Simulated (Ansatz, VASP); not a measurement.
## Two plane-wave programs on Al

```
CELL_PARAMETERS angstrom
-1.63896 1.63896 1.54348
1.63896 -1.63896 1.54348
1.63896 1.63896 -1.54348
ATOMIC_POSITIONS crystal
Al 0.00000 0.00000 0.00000
```

Change from the starting cell: strain +0.030 along x and y, -0.030 along z, atoms carried along.

Alike in both runs: task single point; functional r2SCAN; k mesh 20 × 20 × 20; occupations gaussian, width 0.15 eV; no spin polarisation.

```csv
,VASP,Ansatz
version,VASP 6.6.1,Ansatz 0.2.0
potentials or method,"VASP PAW PBE potentials, release 64 (Al), cutoff 520 eV","scalar-relativistic, plane waves, PAW"
valence electrons in the cell,3,3
```

|  | VASP | Ansatz | Ansatz less VASP |
| --- | --- | --- | --- |
| gap on the k mesh at the Fermi level (eV) | none | none | - |
| pressure (GPa) | -2.1 | -1.9 | +0.29 |
| traceless stress, the component that is largest in VASP (GPa) | -1.31 | -1.31 | +0.004 |

VASP's potentials were made for PBE, not for r2SCAN. A gap of «none» marks a metal or a gap that the smearing closes.
